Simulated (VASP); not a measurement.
# I (Fmmm) in VASP: a series of runs, part 2 of 2

VASP 6.6.1. The steps go on from the part before.

**3. Single point, RPBE**

This run uses another cell than the first one, of 40.55 Å³/atom, 1.083 times its volume.

File INCAR:

```
ALGO = Normal
EDIFF = 1E-6
ENCUT = 520
GGA = RP
ISIF = 2
ISMEAR = 0
LASPH = T
LCHARG = T
LELF = T
LREAL = F
LVHAR = T
LWAVE = F
NBANDS = 10
NELM = 60
PREC = Accurate
SIGMA = 0.02
```

File KPOINTS:

```
k-points
0
Gamma
  9 9 9
```

File POSCAR:

```
I
1.0
    0.0000000000      2.3656004428      3.9098401324
    2.1922454667      0.0000000000      3.9098401324
    2.1922454667      2.3656004428      0.0000000000
I
1
Direct
    0.0000000000      0.0000000000      0.0000000000
```

Potentials or basis: VASP PAW PBE potentials, release 64 (I).

Run with:

```bash
> cat potpaw_PBE.64/I/POTCAR > POTCAR
> mpirun -np 1 vasp_std > vasp.out
```

OUTCAR:

```text
EDIFF = 1E-6
   ENCUT = 520
   GGA = RP
   ISIF = 2
   ISMEAR = 0
   LASPH = T
   LREAL = F
   NELM = 60
   PREC = Accurate

 ion  position               nearest neighbor table
   1  0.000  0.000  0.000-

  LATTYP: Found a face centered orthorhombic cell.
 ALAT       =     4.3844909334
 B/A-ratio  =     1.0790764441
 C/A-ratio  =     1.7834864717

  Lattice vectors:

 A1 = (   0.0000000000,   2.3656004428,   3.9098401324)
 A2 = (   2.1922454667,   0.0000000000,   3.9098401324)
 A3 = (   2.1922454667,   2.3656004428,   0.0000000000)

Analysis of symmetry for initial positions (statically):
=====================================================================
 Subroutine PRICEL returns:
 Original cell was already a primitive cell.

 Routine SETGRP: Setting up the symmetry group for a
 face centered orthorhombic supercell.

 Subroutine GETGRP returns: Found  8 space group operations
 (whereof  8 operations were pure point group operations)
 out of a pool of  8 trial point group operations.

The static configuration has the point symmetry D_2h.

Analysis of symmetry for dynamics (positions and initial velocities):
=====================================================================
 Subroutine PRICEL returns:
 Original cell was already a primitive cell.

 Routine SETGRP: Setting up the symmetry group for a
 face centered orthorhombic supercell.

 Subroutine GETGRP returns: Found  8 space group operations
 (whereof  8 operations were pure point group operations)
 out of a pool of  8 trial point group operations.

The dynamic configuration has the point symmetry D_2h.

 Subroutine INISYM returns: Found  8 space group operations
 (whereof  8 operations are pure point group operations),
 and found     1 'primitive' translations

----------------------------------------------------------------------------------------

                                     Primitive cell

  volume of cell :      40.5527

  direct lattice vectors                    reciprocal lattice vectors
     0.000000000  2.365600443  3.909840132    -0.228076649  0.211362828  0.127882467
     2.192245467  0.000000000  3.909840132     0.228076649 -0.211362828  0.127882467
     2.192245467  2.365600443  0.000000000     0.228076649  0.211362828 -0.127882467

  length of vectors
     4.569782852  4.482498193  3.225214046     0.336224818  0.336224818  0.336224818

  position of ions in fractional coordinates (direct lattice)
     0.000000000  0.000000000  0.000000000

  ion indices of the primitive-cell ions
   primitive index   ion index
                 1           1

----------------------------------------------------------------------------------------

 KPOINTS: k-points

Automatic generation of k-mesh.
 Grid dimensions read from file:
 generate k-points for:    9    9    9

 Generating k-lattice:

  Cartesian coordinates                     Fractional coordinates (reciprocal lattice)
    -0.025341850  0.023484759  0.014209163     0.111111111  0.000000000  0.000000000
     0.025341850 -0.023484759  0.014209163     0.000000000  0.111111111  0.000000000
     0.025341850  0.023484759 -0.014209163     0.000000000  0.000000000  0.111111111

  Length of vectors
     0.037358313  0.037358313  0.037358313

  Shift w.r.t. Gamma in fractional coordinates (k-lattice)
     0.000000000  0.000000000  0.000000000

 Subroutine IBZKPT returns following result:
 ===========================================

 Found    125 irreducible k-points:

 Following reciprocal coordinates:
            Coordinates               Weight
  0.000000  0.000000  0.000000      1.000000
  0.111111  0.000000  0.000000      8.000000
  0.222222  0.000000  0.000000      8.000000
  0.333333  0.000000  0.000000      8.000000
  0.444444  0.000000  0.000000      8.000000
  0.111111  0.111111  0.000000      2.000000
[... 16 lines left out ...]
 -0.333333  0.333333 -0.000000      4.000000
  0.444444  0.444444  0.000000      2.000000
 [... further k-points ...]
   k-points           NKPTS =    125   k-points in BZ     NKDIM =    125   number of bands    NBANDS=     10
   number of dos      NEDOS =    301   number of ions     NIONS =      1
   total plane-waves  NPLWV =  31104
   dimension x,y,z NGX =    36 NGY =   36 NGZ =   24
   dimension x,y,z NGXF=    72 NGYF=   72 NGZF=   48
   ions per type =               1
   NGX,Y,Z   is equivalent  to a cutoff of  13.10, 13.35, 12.37 a.u.
   NGXF,Y,Z  is equivalent  to a cutoff of  26.19, 26.70, 24.74 a.u.
 SYSTEM =  unknown system
   PREC   = accura    normal or accurate (medium, high low for compatibility)
   ISTART =      0    job   : 0-new  1-cont  2-samecut
   ICHARG =      2    charge: 1-file 2-atom 10-const
   ISPIN  =      1    spin polarized calculation?
   LNONCOLLINEAR =      F non collinear calculations
   LSORBIT =      F    spin-orbit coupling
   LASPH  =      T    aspherical Exc in radial PAW
   ENCUT  =  520.0 eV  38.22 Ry    6.18 a.u.   8.50  8.33  6.00*2*pi/ulx,y,z
   NELM   =     60;   NELMIN=  2; NELMDL= -5     # of ELM steps
   EDIFF  = 0.1E-05   stopping-criterion for ELM
   LREAL  =      F    real-space projection
   EDIFFG = 0.1E-04   stopping-criterion for IOM
   NSW    =      0    number of steps for IOM
   IBRION =     -1    ionic relax: 0-MD 1-quasi-New 2-CG
   NFREE  =      0    steps in history (QN), initial steepest desc. (CG)
   ISIF   =      2    stress and relaxation
   ISYM   =      2    0-nonsym 1-usesym 2-fastsym
   POTIM  = 0.5000    time-step for ionic-motion
   TEBEG  =    0.0;   TEEND  =   0.0 temperature during run
   PSTRESS=    0.0 pullay stress
   NELECT =       7.0000    total number of electrons
   NUPDOWN=      -1.0000    fix difference up-down
   EMIN   =  10.00;   EMAX   =-10.00  energy-range for DOS
   EFERMI =   0.00;   METHOD = LEGACY
   ISMEAR =     0;   SIGMA  =   0.02  broadening in eV -4-tet -1-fermi 0-gaus
   EFERMI_NEDOS =   21; number of points for ismear=-14 and -15
   IALGO  =     38    algorithm
   IMIX   =      4    mixing-type and parameters
     AMIX     =   0.40;   BMIX     =  1.00
     AMIX_MAG =   1.60;   BMIX_MAG =  1.00
  volume/ion in A,a.u.               =      40.55       273.66
  Fermi-wavevector in a.u.,A,eV,Ry     =   0.911523  1.722529 11.304731  0.830874
  Thomas-Fermi vector in A             =   2.035812
   LORBIT       =      0    0 simple, 1 ext, 2 COOP (PROOUT), +10 PAW based schemes
   GGA     = RP    functional components
   LHFCALC =     F    Hartree Fock is set to
   AEXX    =    0.0000 exact exchange contribution
   IVDW    =     0    specifies the selected vdW correction
   LEPSILON=     F    determine dielectric tensor
   LRPA    =     F    only Hartree local field effects (RPA)
 non-spin polarized calculation
 Gauss-broadening in eV      SIGMA  =   0.02
  energy-cutoff  :      520.00
  volume of cell :       40.55
 maximum number of plane-waves:      1109
 NGX is ok and might be reduce to    36
   NGX = 17   NGY = 17   NGZ = 11

 number of electron       7.0000000 magnetization

 Free energy of the ion-electron system (eV)
  ---------------------------------------------------
  ext. energy  EPLUGINS =         0.00000000
  ---------------------------------------------------
  free energy    TOTEN  =        -1.08777293 eV

  energy without entropy =       -1.08759700  energy(sigma->0) =       -1.08768496

 E-fermi :   3.6078     XC(G=0):  -8.0426

 val. band max:        3.6061673387   @ k =  -0.2222   0.0000   0.1111
 cond. band min:       3.6429734361   @ k =  -0.1111   0.1111   0.1111
 fundamental gap:      0.0368060974
 Fermi energy:         3.6078227037

 k-point     1 :       0.0000    0.0000    0.0000
  band No.  band energies     occupation
      1     -10.2550      2.00000
      2       1.6352      2.00000
      3       4.3757      0.00000
      4       4.6545      0.00000
      5       8.3978      0.00000
      6      11.0606      0.00000
      7      11.8812      0.00000
      8      15.7798      0.00000
      9      16.1093      0.00000
     10      16.2278      0.00000

 k-point     2 :       0.1111    0.0000    0.0000
  band No.  band energies     occupation
      1     -10.1241      2.00000
      2       1.6360      2.00000
      3       3.4106      2.00000
      4       4.6090      0.00000
      5       8.7463      0.00000
      6      11.4711      0.00000
      7      12.9027      0.00000
      8      13.6885      0.00000
      9      16.0962      0.00000
     10      16.8749      0.00000
[... 274 lines left out ...]
 k-point    24 :       0.4444    0.4444    0.0000
  band No.  band energies     occupation
      1     -10.0197      2.00000
      2      -0.3639      2.00000
      3       4.1639      0.00000
      4       4.4629      0.00000
      5      10.5768      0.00000
      6      11.0182      0.00000
      7      14.2120      0.00000
      8      18.4603      0.00000
      9      18.4726      0.00000
     10      18.6580      0.00000

 [... further k-points ...]
[... 5 lines left out ...]
  --------------------------------------------------------------------------------------
  -------------------------------------------------------------------------------------
  Total        0.4384665      0.3839394      0.5151629      0.0000000      0.0000000      0.0000000
  in kB       17.3231708     15.1688852     20.3533355      0.0000000      0.0000000      0.0000000
  external PRESSURE =      17.6151305 kB  Pullay stress =       0.0000000 kB

 VOLUME and BASIS-vectors are now :
 -----------------------------------------------------------------------------
  energy-cutoff  :      520.00
  volume of cell :       40.55
      direct lattice vectors                 reciprocal lattice vectors
     0.000000000  2.365600443  3.909840132    -0.228076649  0.211362828  0.127882467
     2.192245467  0.000000000  3.909840132     0.228076649 -0.211362828  0.127882467
     2.192245467  2.365600443  0.000000000     0.228076649  0.211362828 -0.127882467

 POSITION                                       TOTAL-FORCE (eV/Angst)
 -----------------------------------------------------------------------------------
      0.00000      0.00000      0.00000        -0.000000     -0.000000      0.000000
 -----------------------------------------------------------------------------------
    total drift:                                0.000000      0.000000      0.000000

  FREE ENERGIE OF THE ION-ELECTRON SYSTEM (eV)
  ---------------------------------------------------
  free  energy   TOTEN  =        -1.0877729317 eV

  energy  without entropy=       -1.0875969980  energy(sigma->0) =       -1.08768496
```

OSZICAR:

```text
N       E                     dE             d eps       ncg     rms          rms(c)
DAV:   1     0.210860404112E+02    0.21086E+02   -0.25073E+03  2500   0.497E+02
DAV:   2    -0.218778141073E+00   -0.21305E+02   -0.20724E+02  3312   0.830E+01
DAV:   3    -0.110363018053E+01   -0.88485E+00   -0.87143E+00  3112   0.172E+01
DAV:   4    -0.111262493892E+01   -0.89948E-02   -0.89941E-02  3200   0.214E+00
DAV:   5    -0.111275908651E+01   -0.13415E-03   -0.13415E-03  3044   0.236E-01    0.456E+00
DAV:   6    -0.109415020083E+01    0.18609E-01   -0.17347E-02  2798   0.629E-01    0.283E+00
DAV:   7    -0.108776663632E+01    0.63836E-02   -0.36406E-02  2762   0.943E-01    0.123E-01
DAV:   8    -0.108775008767E+01    0.16549E-04   -0.18794E-03  2746   0.259E-01    0.320E-02
DAV:   9    -0.108776212531E+01   -0.12038E-04   -0.31673E-05  3324   0.403E-02    0.169E-02
DAV:  10    -0.108777196008E+01   -0.98348E-05   -0.12677E-05  2744   0.206E-02    0.276E-03
DAV:  11    -0.108777293170E+01   -0.97162E-06   -0.12419E-06  2994   0.643E-03
   1 F= -.10877729E+01 E0= -.10876850E+01  d E =-.175934E-03
```

stdout:

```text
POSCAR found type information on POSCAR I
 POSCAR found :  1 types and       1 ions
 scaLAPACK will be used
 -----------------------------------------------------------------------------
|                                                                             |
|                                                                             |
|     You enforced a specific xc type in the INCAR file but a different       |
|     I HOPE YOU KNOW WHAT YOU ARE DOING!                                     |
|                                                                             |
 -----------------------------------------------------------------------------

 LDA part: xc-table for (Slater+PW92), standard interpolation
 POSCAR, INCAR and KPOINTS ok, starting setup
 FFT: planning ... GRIDC
 FFT: planning ... GRID_SOFT
 FFT: planning ... GRID
 WAVECAR not read
 entering main loop
```

It used 120 s of CPU time on 1 thread of AMD EPYC 7R13 Processor (Zen 3) (shared host).

Results:

- Free energy: -1.0878 eV
- Pressure: 1.8 GPa

Caveat: the PAW data sets were made with another functional, which shifts forces and pressure a little; spin-orbit coupling is left out, which moves the levels of the heavy elements; an odd number of electrons without spin polarisation forces a metal; a magnetic or distorted state may lie lower.

**4. Relaxation of cell and atoms, PBEsol**

This run uses another cell than the first one, of 40.55 Å³/atom, 1.083 times its volume.

File INCAR:

```
ALGO = Normal
EDIFF = 1E-6
EDIFFG = -0.02
ENCUT = 600
GGA = PS
IBRION = 2
ISIF = 3
ISMEAR = -1
LASPH = T
LCHARG = F
LREAL = F
LWAVE = F
NELM = 60
NSW = 80
PREC = Accurate
SIGMA = 0.05
```

KPOINTS is that of step 3.

POSCAR is that of step 3.

Run with:

```bash
> cat potpaw_PBE.64/I/POTCAR > POTCAR
> mpirun -np 1 vasp_std > vasp.out
```

It used 480 s of CPU time on 1 thread of AMD EPYC 7R13 Processor (Zen 3), with other jobs on the host.

Results (log left out):

| Property | Result |
| --- | --- |
| Free energy | -1.6677 eV |
| Relaxed volume | 37.49 Å³/atom |
| Relaxed cell | a = 4.406 Å, b = 4.315 Å, c = 3.171 Å, α = 70.22°, β = 67.15°, γ = 42.63° |
| Space group after relaxing (to 0.05 Å) | Fmmm (No. 69) |
| Energy gained by relaxing | 10.8 meV/atom |
| Ionic steps | 9 |
| Pressure after relaxing | 0.0 GPa |

Stress tensor (GPa, compression positive):
```
 0.07  0.00  0.00
 0.00 -0.07  0.00
 0.00  0.00  0.00
```

Step by step:
```
step  energy change (eV)  largest force (eV/Å)  pressure (GPa)  volume (Å³)
   1              0.0000                0.0000           -1.41        40.55
   2             -0.0070                0.0000            0.54        38.49
   3             -0.0086                0.0000           -0.11        39.09
   4             -0.0090                0.0000           -0.06        38.91
   5             -0.0100                0.0000           -0.05        38.37
   6             -0.0107                0.0000            0.03        37.31
   7             -0.0108                0.0000           -0.08        37.55
   8             -0.0108                0.0000            0.07        37.43
   9             -0.0108                0.0000            0.00        37.49
```

Final structure:
```
CELL_PARAMETERS angstrom
0.00000 2.32903 3.74003
2.15191 0.00000 3.74003
2.15191 2.32903 0.00000
ATOMIC_POSITIONS crystal
I 0.00000 0.00000 0.00000
```

Levels at points of the mesh, in eV from the Fermi level:
| k point | band 1 | band 2 | band 3 | band 4 | band 5 | band 6 | band 7 |
| --- | --- | --- | --- | --- | --- | --- | --- |
| (0.00, 0.00, 0.00) | -14.29 | -1.91 | 0.88 | 1.17 | 4.42 | 7.44 | 8.31 |

Caveat: the PAW data sets were made with another functional, which shifts forces and pressure a little; spin-orbit coupling is left out, which moves the levels of the heavy elements; an odd number of electrons without spin polarisation forces a metal; a magnetic or distorted state may lie lower.

**5. Single point, LDA**

This run uses another cell than the first one, of 40.55 Å³/atom, 1.083 times its volume.

File INCAR:

```
PREC = Accurate ; ENCUT = 520
EDIFF = 1E-6 ; ISMEAR = -1
SIGMA = 0.05 ; LREAL = F
LASPH = T ; NELM = 60
ALGO = Normal ; ISIF = 2
LWAVE = F ; LCHARG = F
GGA = CA ; NBANDS = 10
```

File KPOINTS:

```
Automatic mesh
0
Gamma
  9 9 9
```

POSCAR is that of step 4.

Potentials or basis: VASP PAW LDA potentials, release 64 (I).

Run with:

```bash
> cat potpaw_LDA.64/I/POTCAR > POTCAR
> mpirun -np 1 vasp_std > vasp.out
```

It took 67 s on 1 thread of AMD EPYC 7R13 (Zen 3), shared host; peak memory 0.15 GiB.

The run converged. Its results:

* Free energy: -1.9175 eV
* Pressure: -2.3 GPa

Stress tensor (GPa, compression positive):
```
-2.69  0.00  0.00
 0.00 -3.14  0.00
 0.00  0.00 -1.11
```

Levels at points of the mesh, in eV from the Fermi level:
| k point | band 1 | band 2 | band 3 | band 4 | band 5 | band 6 | band 7 | band 8 |
| --- | --- | --- | --- | --- | --- | --- | --- | --- |
| (0.00, 0.00, 0.00) | -13.89 | -1.88 | 0.79 | 1.05 | 4.28 | 7.54 | 8.14 | 12.09 |

Caveat: spin-orbit coupling is left out, which moves the levels of the heavy elements; an odd number of electrons without spin polarisation forces a metal; a magnetic or distorted state may lie lower.

**6. Summary**

| task | level | potentials or basis | cell | cutoff (eV) | smearing | gap on the mesh (eV) | pressure (GPa) |
| --- | --- | --- | --- | --- | --- | --- | --- |
| single point | PBEsol | VASP PAW PBE potentials, release 64 (I) | a = 4.381, b = 4.316, c = 3.173 Å, angles 69.7, 67.5, 42.8°, 1 atom | 520 | fermi-dirac 0.05 eV | none | 0.0 |
| single point | RPBE | VASP PAW PBE potentials, release 64 (I) | a = 4.570, b = 4.482, c = 3.225 Å, angles 70.6, 67.7, 41.7°, 1 atom | 520 | gaussian 0.02 eV | none | 1.8 |
| relaxation of cell and atoms | PBEsol | VASP PAW PBE potentials, release 64 (I) | relaxed from a = 4.570, b = 4.482, c = 3.225 Å, angles 70.6, 67.7, 41.7°, 1 atom | 600 | fermi-dirac 0.05 eV | none | 0.0 |
| single point | LDA | VASP PAW LDA potentials, release 64 (I) | a = 4.570, b = 4.482, c = 3.225 Å, angles 70.6, 67.7, 41.7°, 1 atom | 520 | fermi-dirac 0.05 eV | none | -2.3 |

Alike in all rows: no spin polarisation; k mesh 9 × 9 × 9.

Caveats: spin-orbit coupling is left out, which moves the levels of the heavy elements; an odd number of electrons without spin polarisation forces a metal; a magnetic or distorted state may lie lower; the PAW data sets were made with another functional, which shifts forces and pressure a little (some runs).

Total energies depend on the potentials used, so only differences within one code and one set of settings carry meaning.
